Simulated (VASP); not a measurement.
# Ge (C2/c) in VASP: single point with LDA

Aim: the single point of Ge with LDA.

Program: VASP 6.6.1. These are calculated values, not measurements. Logs are shortened: lines on timing, memory, paths and dates and some standing lists are left out, and cuts for length are marked.

## 1. The cell of the first run

Symmetry: C2/c, No. 15, monoclinic system. Conventional cell: a = 5.359 Å, b = 5.753 Å, c = 3.931 Å, α = 90.00°, β = 132.97°, γ = 90.00°. Within 3.1 Å of Ge (site symmetry 2) lie 4 Ge at 2.34 to 2.54 Å.

## 2. Single point, LDA (atoms displaced along a vibrational mode, the cell strained)

The input, INCAR:

```
PREC     = Accurate       # precision mode
ENCUT    = 520            # plane-wave cutoff, eV
EDIFF    = 1E-6           # SCF threshold, eV
ISMEAR   = 0              # smearing method
SIGMA    = 0.15           # smearing width, eV
LREAL    = F              # projectors in reciprocal space
LASPH    = T              # aspherical terms in the spheres
NELM     = 80             # most SCF steps
ALGO     = Normal         # electronic algorithm
ISIF     = 2              # what is computed and relaxed
LWAVE    = F              # write WAVECAR
LCHARG   = F              # write CHGCAR
GGA      = CA             # functional
NBANDS   = 21             # bands
```

The input, KPOINTS:

```
regular mesh
0
Gamma
  14 14 14
```

The input, POSCAR:

```
Ge
1.0
    0.0000000000      2.8763425870      2.6794521798
    2.8763425870      0.0000000000      2.6794521798
    2.8763425870      2.8763425870      0.0000000000
Ge
2
Direct
    0.5145870489      0.4854129511      0.4854129511
    0.7354129511      0.7645870489      0.7645870489
```

Potentials or basis: VASP PAW LDA potentials, release 64 (Ge_d).

Started as:

```console
$ cat potpaw_LDA.64/Ge_d/POTCAR > POTCAR
$ mpirun -np 1 vasp_std > vasp.out
```

OUTCAR:

```text
PREC = Accurate
   ENCUT = 520
   EDIFF = 1E-6
   ISMEAR = 0
   LREAL = F
   LASPH = T
   NELM = 80
   ISIF = 2
   GGA = CA

 ion  position               nearest neighbor table
   1  0.515  0.485  0.485-   2 2.34   2 2.34   2 2.54   2 2.54
   2  0.735  0.765  0.765-   1 2.34   1 2.34   1 2.54   1 2.54

  LATTYP: Found a body centered tetragonal cell.
 ALAT       =     4.0677626966
 C/A-ratio  =     1.3174083051

  Lattice vectors:

 A1 = (   0.0000000000,  -2.8763425870,  -2.6794521798)
 A2 = (   0.0000000000,   2.8763425870,  -2.6794521798)
 A3 = (   2.8763425870,   0.0000000000,   2.6794521798)

Analysis of symmetry for initial positions (statically):
=====================================================================
 Subroutine PRICEL returns:
 Original cell was already a primitive cell.

 Routine SETGRP: Setting up the symmetry group for a
 body centered tetragonal supercell.

 Subroutine GETGRP returns: Found  4 space group operations
 (whereof  2 operations were pure point group operations)
 out of a pool of 16 trial point group operations.

The static configuration has the point symmetry C_2 .
 The point group associated with its full space group is C_2h.

Analysis of symmetry for dynamics (positions and initial velocities):
=====================================================================
 Subroutine PRICEL returns:
 Original cell was already a primitive cell.

 Routine SETGRP: Setting up the symmetry group for a
 body centered tetragonal supercell.

 Subroutine GETGRP returns: Found  4 space group operations
 (whereof  2 operations were pure point group operations)
 out of a pool of 16 trial point group operations.

The dynamic configuration has the point symmetry C_2 .
 The point group associated with its full space group is C_2h.

 Subroutine INISYM returns: Found  4 space group operations
 (whereof  2 operations are pure point group operations),
 and found     1 'primitive' translations

----------------------------------------------------------------------------------------

                                     Primitive cell

  volume of cell :      44.3361

  direct lattice vectors                    reciprocal lattice vectors
     0.000000000  2.876342587  2.679452180    -0.173831866  0.173831866  0.186605308
     2.876342587  0.000000000  2.679452180     0.173831866 -0.173831866  0.186605308
     2.876342587  2.876342587  0.000000000     0.173831866  0.173831866 -0.186605308

  length of vectors
     3.931006317  3.931006317  4.067762697     0.308636642  0.308636642  0.308636642

  position of ions in fractional coordinates (direct lattice)
     0.514587049  0.485412951  0.485412951
     0.735412951  0.764587049  0.764587049

  ion indices of the primitive-cell ions
   primitive index   ion index
                 1           1
                 2           2

----------------------------------------------------------------------------------------

 KPOINTS: regular mesh

Automatic generation of k-mesh.
 Grid dimensions read from file:
 generate k-points for:   14   14   14

 Generating k-lattice:

  Cartesian coordinates                     Fractional coordinates (reciprocal lattice)
    -0.012416562  0.012416562  0.013328951     0.071428571  0.000000000  0.000000000
     0.012416562 -0.012416562  0.013328951     0.000000000  0.071428571  0.000000000
     0.012416562  0.012416562 -0.013328951     0.000000000  0.000000000  0.071428571

  Length of vectors
     0.022045474  0.022045474  0.022045474

  Shift w.r.t. Gamma in fractional coordinates (k-lattice)
     0.000000000  0.000000000  0.000000000

 Subroutine IBZKPT returns following result:
 ===========================================

 Found    744 irreducible k-points:

 Following reciprocal coordinates:
            Coordinates               Weight
  0.000000  0.000000  0.000000      1.000000
  0.071429 -0.000000  0.000000      4.000000
 -0.000000 -0.000000 -0.071429      4.000000
  0.142857 -0.000000  0.000000      4.000000
 -0.000000 -0.000000 -0.142857      4.000000
  0.214286  0.000000  0.000000      4.000000
[... 16 lines left out ...]
  0.357143  0.071429  0.000000      4.000000
  0.071429  0.071429 -0.285714      4.000000
 [... further k-points ...]
   k-points           NKPTS =    744   k-points in BZ     NKDIM =    744   number of bands    NBANDS=     21
   number of dos      NEDOS =    301   number of ions     NIONS =      2
   total plane-waves  NPLWV =  27000
   dimension x,y,z NGX =    30 NGY =   30 NGZ =   30
   dimension x,y,z NGXF=    60 NGYF=   60 NGZF=   60
   ions per type =               2
   NGX,Y,Z   is equivalent  to a cutoff of  12.69, 12.69, 12.26 a.u.
   NGXF,Y,Z  is equivalent  to a cutoff of  25.37, 25.37, 24.52 a.u.
 SYSTEM =  unknown system
   PREC   = accura    normal or accurate (medium, high low for compatibility)
   ISTART =      0    job   : 0-new  1-cont  2-samecut
   ICHARG =      2    charge: 1-file 2-atom 10-const
   ISPIN  =      1    spin polarized calculation?
   LNONCOLLINEAR =      F non collinear calculations
   LSORBIT =      F    spin-orbit coupling
   LASPH  =      T    aspherical Exc in radial PAW
   ENCUT  =  520.0 eV  38.22 Ry    6.18 a.u.   7.31  7.31  7.56*2*pi/ulx,y,z
   NELM   =     80;   NELMIN=  2; NELMDL= -5     # of ELM steps
   EDIFF  = 0.1E-05   stopping-criterion for ELM
   LREAL  =      F    real-space projection
   EDIFFG = 0.1E-04   stopping-criterion for IOM
   NSW    =      0    number of steps for IOM
   IBRION =     -1    ionic relax: 0-MD 1-quasi-New 2-CG
   NFREE  =      0    steps in history (QN), initial steepest desc. (CG)
   ISIF   =      2    stress and relaxation
   ISYM   =      2    0-nonsym 1-usesym 2-fastsym
   POTIM  = 0.5000    time-step for ionic-motion
   TEBEG  =    0.0;   TEEND  =   0.0 temperature during run
   PSTRESS=    0.0 pullay stress
   NELECT =      28.0000    total number of electrons
   NUPDOWN=      -1.0000    fix difference up-down
   EMIN   =  10.00;   EMAX   =-10.00  energy-range for DOS
   EFERMI =   0.00;   METHOD = LEGACY
   ISMEAR =     0;   SIGMA  =   0.15  broadening in eV -4-tet -1-fermi 0-gaus
   EFERMI_NEDOS =   21; number of points for ismear=-14 and -15
   IALGO  =     38    algorithm
   IMIX   =      4    mixing-type and parameters
     AMIX     =   0.40;   BMIX     =  1.00
     AMIX_MAG =   1.60;   BMIX_MAG =  1.00
  volume/ion in A,a.u.               =      22.17       149.60
  Fermi-wavevector in a.u.,A,eV,Ry     =   1.404565  2.654243 26.841603  1.972802
  Thomas-Fermi vector in A             =   2.527114
   LORBIT       =      0    0 simple, 1 ext, 2 COOP (PROOUT), +10 PAW based schemes
   GGA     = CA    functional components
   LHFCALC =     F    Hartree Fock is set to
   AEXX    =    0.0000 exact exchange contribution
   IVDW    =     0    specifies the selected vdW correction
   LEPSILON=     F    determine dielectric tensor
   LRPA    =     F    only Hartree local field effects (RPA)
 non-spin polarized calculation
 Gauss-broadening in eV      SIGMA  =   0.15
  energy-cutoff  :      520.00
  volume of cell :       44.34
 maximum number of plane-waves:      1210
 NGX is ok and might be reduce to    30
   NGX = 15   NGY = 15   NGZ = 15

 number of electron      28.0000015 magnetization

 Free energy of the ion-electron system (eV)
  ---------------------------------------------------
  ext. energy  EPLUGINS =         0.00000000
  ---------------------------------------------------
  free energy    TOTEN  =       -10.20525945 eV

  energy without entropy =      -10.20362154  energy(sigma->0) =      -10.20444049

 E-fermi :   5.0936     XC(G=0): -10.3953

 val. band max:        5.0872208811   @ k =   0.3571   0.3571  -0.0714
 cond. band min:       5.1155455261   @ k =   0.2857   0.0000   0.0000
 fundamental gap:      0.0283246450
 Fermi energy:         5.0936487739

 k-point     1 :       0.0000    0.0000    0.0000
  band No.  band energies     occupation
      1     -20.1225      2.00000
      2     -20.0894      2.00000
      3     -20.0472      2.00000
      4     -20.0375      2.00000
      5     -20.0342      2.00000
      6     -19.8448      2.00000
[... 13 lines left out ...]
     20      13.8706      0.00000
     21      15.0069      0.00000

 k-point     2 :       0.0714   -0.0000    0.0000
  band No.  band energies     occupation
      1     -20.1239      2.00000
      2     -20.0903      2.00000
      3     -20.0453      2.00000
      4     -20.0366      2.00000
      5     -20.0312      2.00000
      6     -19.8461      2.00000
[... 13 lines left out ...]
     20      13.5192      0.00000
     21      14.2358      0.00000

 k-point     3 :      -0.0000   -0.0000   -0.0714
  band No.  band energies     occupation
      1     -20.1257      2.00000
      2     -20.0923      2.00000
      3     -20.0543      2.00000
      4     -20.0331      2.00000
      5     -20.0238      2.00000
      6     -19.8480      2.00000
[... 13 lines left out ...]
     20      13.4261      0.00000
     21      14.1868      0.00000

 k-point     4 :       0.1429   -0.0000    0.0000
  band No.  band energies     occupation
      1     -20.1274      2.00000
      2     -20.0919      2.00000
      3     -20.0410      2.00000
      4     -20.0336      2.00000
      5     -20.0232      2.00000
      6     -19.8507      2.00000
[... 13 lines left out ...]
     20      13.2158      0.00000
     21      13.6434      0.00000

 k-point     5 :      -0.0000   -0.0000   -0.1429
  band No.  band energies     occupation
      1     -20.1335      2.00000
      2     -20.0984      2.00000
      3     -20.0638      2.00000
      4     -20.0197      2.00000
      5     -20.0100      2.00000
      6     -19.8554      2.00000
[... 13 lines left out ...]
     20      12.9631      0.00000
     21      13.6839      0.00000

 k-point     6 :       0.2143    0.0000    0.0000
  band No.  band energies     occupation
      1     -20.1318      2.00000
      2     -20.0927      2.00000
      3     -20.0372      2.00000
      4     -20.0283      2.00000
      5     -20.0127      2.00000
      6     -19.8590      2.00000
[... 13 lines left out ...]
     20      13.2738      0.00000
     21      13.6445      0.00000

 k-point     7 :       0.0000    0.0000   -0.2143
  band No.  band energies     occupation
      1     -20.1418      2.00000
      2     -20.1059      2.00000
      3     -20.0705      2.00000
      4     -20.0052      2.00000
      5     -19.9981      2.00000
      6     -19.8631      2.00000
[... 13 lines left out ...]
     20      12.9083      0.00000
     21      13.7721      0.00000
[... 291 lines left out ...]
      1     -20.1375      2.00000
      2     -20.1069      2.00000
      3     -20.0684      2.00000
      4     -20.0084      2.00000
      5     -19.9958      2.00000
      6     -19.8661      2.00000
[... 13 lines left out ...]
     20      13.1096      0.00000
     21      13.4927      0.00000

 k-point    21 :       0.2857    0.0714    0.0000
  band No.  band energies     occupation
      1     -20.1366      2.00000
      2     -20.0914      2.00000
      3     -20.0309      2.00000
      4     -20.0187      2.00000
      5     -20.0057      2.00000
      6     -19.8657      2.00000
[... 13 lines left out ...]
     20      13.5191      0.00000
     21      14.3744      0.00000

 k-point    22 :       0.0714    0.0714   -0.2143
  band No.  band energies     occupation
      1     -20.1427      2.00000
      2     -20.1171      2.00000
      3     -20.0722      2.00000
      4     -19.9966      2.00000
      5     -19.9856      2.00000
      6     -19.8739      2.00000
[... 13 lines left out ...]
     20      13.1772      0.00000
     21      13.8035      0.00000

 k-point    23 :       0.3571    0.0714    0.0000
  band No.  band energies     occupation
      1     -20.1406      2.00000
      2     -20.0905      2.00000
      3     -20.0240      2.00000
      4     -20.0175      2.00000
      5     -19.9945      2.00000
      6     -19.8764      2.00000
[... 13 lines left out ...]
     20      14.3627      0.00000
     21      15.2451      0.00000

 k-point    24 :       0.0714    0.0714   -0.2857
  band No.  band energies     occupation
      1     -20.1460      2.00000
      2     -20.1264      2.00000
      3     -20.0733      2.00000
      4     -19.9886      2.00000
      5     -19.9809      2.00000
      6     -19.8769      2.00000
[... 13 lines left out ...]
     20      13.9604      0.00000
     21      14.6372      0.00000

 [... further k-points ...]

------------------------ aborting loop because EDIFF is reached ----------------------------------------

  FORCE on cell =-STRESS in cart. coord.  units (eV):
  Direction    XX          YY          ZZ          XY          YZ          ZX
  --------------------------------------------------------------------------------------
  -------------------------------------------------------------------------------------
  Total       -0.2399405      0.0840806      1.1865497      0.0000000     -1.4707382      0.0000000
  in kB       -8.6707533      3.0384302     42.8784693      0.0000000    -53.1482192      0.0000000
  external PRESSURE =      12.4153820 kB  Pullay stress =       0.0000000 kB

 VOLUME and BASIS-vectors are now :
 -----------------------------------------------------------------------------
  energy-cutoff  :      520.00
  volume of cell :       44.34
      direct lattice vectors                 reciprocal lattice vectors
     0.000000000  2.876342587  2.679452180    -0.173831866  0.173831866  0.186605308
     2.876342587  0.000000000  2.679452180     0.173831866 -0.173831866  0.186605308
     2.876342587  2.876342587  0.000000000     0.173831866  0.173831866 -0.186605308

 POSITION                                       TOTAL-FORCE (eV/Angst)
 -----------------------------------------------------------------------------------
      2.79243      2.87634      2.67945         1.836892      0.000000      0.000000
      4.39843      4.31451      4.01918        -1.836892     -0.000000     -0.000000
 -----------------------------------------------------------------------------------
    total drift:                               -0.000000     -0.000000     -0.000000

  FREE ENERGIE OF THE ION-ELECTRON SYSTEM (eV)
  ---------------------------------------------------
  free  energy   TOTEN  =       -10.2052594451 eV

  energy  without entropy=      -10.2036215390  energy(sigma->0) =      -10.20444049
```

Wall time 3.9 min (1 thread of Intel Xeon 6975P-C (Granite Rapids), shared host); peak memory 0.58 GiB.

What came out:

| Quantity | Value |
| --- | --- |
| Free energy | -10.2053 eV |
| Pressure | 1.2 GPa |
| Largest force | 1.837 eV/Å |
| Band gap on the k mesh | zero (bands 14 and 15 overlap by 0.92 eV) |

Forces in eV/Å, atoms in the order of the input:
```
Ge   1.837  0.000  0.000
Ge  -1.837  0.000  0.000
```

Levels at points of the mesh, in eV from the Fermi level:
```csv
k point,band 12,band 13,band 14,band 15,band 16,band 17
"(0.00, 0.00, 0.00)",-0.91,-0.26,-0.16,0.75,1.71,2.42
"(0.50, 0.00, 0.00)",-7.42,-2.05,-1.22,-0.37,2.73,4.26
"(0.00, 0.00, 0.50)",-8.39,-2.12,-0.95,0.10,3.22,4.24
"(0.50, 0.50, 0.00)",-9.00,-3.58,-3.58,0.07,0.07,9.48
"(0.50, 0.00, 0.50)",-9.34,-3.08,-3.08,0.63,0.63,9.17
"(0.00, 0.50, 0.50)",-8.67,-3.40,-2.92,0.21,1.12,8.77
```

Caveat: the cell differs from its parent crystal (atoms displaced along a vibrational mode, the cell strained); the stress differs along the axes, from -1 to 4 GPa; forces of over 1 eV/Å act on the atoms, so gaps and moduli don't describe the material at rest.

The gap in the log of VASP goes by the Fermi energy; the results here count the filled bands.